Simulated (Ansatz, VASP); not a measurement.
**Two plane-wave programs on H6Pb**

The input INCAR:

```
SYSTEM = H6Pb
ALGO     = Normal         ! electronic algorithm
EDIFF    = 1E-6           ! SCF threshold, eV
ENCUT    = 520            ! plane-wave cutoff, eV
GGA      = PE             ! functional
ISIF     = 2              ! what is computed and relaxed
ISMEAR   = 0              ! smearing method
LASPH    = .TRUE.         ! aspherical terms in the spheres
LCHARG   = .FALSE.        ! write CHGCAR
LREAL    = .FALSE.        ! projectors in reciprocal space
LWAVE    = .FALSE.        ! write WAVECAR
NBANDS   = 19             ! bands
NELM     = 60             ! most SCF steps
PREC     = Accurate       ! precision mode
SIGMA    = 0.1            ! smearing width, eV
```

Contents of KPOINTS:

```
k-points
0
G
  6 6 6
  0 0 0
```

The input POSCAR:

```
H6Pb
1.0
   -2.5616449100      2.5616449100      2.5616449100
    2.5616449100     -2.5616449100      2.5616449100
    2.5616449100      2.5616449100     -2.5616449100
H Pb
6 1
Direct
    0.5000000000      0.7500000000      0.2500000000
    0.5000000000      0.2500000000      0.7500000000
    0.2500000000      0.5000000000      0.7500000000
    0.7500000000      0.5000000000      0.2500000000
    0.7500000000      0.2500000000      0.5000000000
    0.2500000000      0.7500000000      0.5000000000
    0.0000000000      0.0000000000      0.0000000000
```

Input for Ansatz:

```yaml
crystal:
  lattice:
    - [-2.56164491, 2.56164491, 2.56164491]
    - [2.56164491, -2.56164491, 2.56164491]
    - [2.56164491, 2.56164491, -2.56164491]
  atoms:
    - { symbol: H, position: [0.5, 0.75, 0.25] }
    - { symbol: H, position: [0.5, 0.25, 0.75] }
    - { symbol: H, position: [0.25, 0.5, 0.75] }
    - { symbol: H, position: [0.75, 0.5, 0.25] }
    - { symbol: H, position: [0.75, 0.25, 0.5] }
    - { symbol: H, position: [0.25, 0.75, 0.5] }
    - { symbol: Pb, position: [0.0, 0.0, 0.0] }
basis:
  ecutwfc: 420
kpoints:
  mp_grid: { grid: [6, 6, 6] }
hamiltonian:
  xc: pbe
scf:
  occupations: { method: gaussian, width: 0.1 }
  lower_state_search: "off"
output:
  forces: true
  stress: true
  eigenvalues: true
```

Alike in both runs: task single point; functional PBE; k mesh 6 × 6 × 6; occupations gaussian, width 0.1 eV; no spin polarisation.

|  | VASP | Ansatz |
| --- | --- | --- |
| version | VASP 6.6.1 | Ansatz 0.2.0 |
| potentials or method | VASP PAW PBE potentials, release 64 (H, Pb_d), cutoff 520 eV | scalar-relativistic, plane waves, PAW |
| valence electrons in the cell | 20 | 20 |

|  | VASP | Ansatz | Ansatz less VASP |
| --- | --- | --- | --- |
| gap on the k mesh at the Fermi level (eV) | none | none | - |
| pressure (GPa) | -12.4 | -12.3 | +0.13 |

A gap of «none» marks a metal or a gap that the smearing closes.

Neither program's run includes spin-orbit coupling.
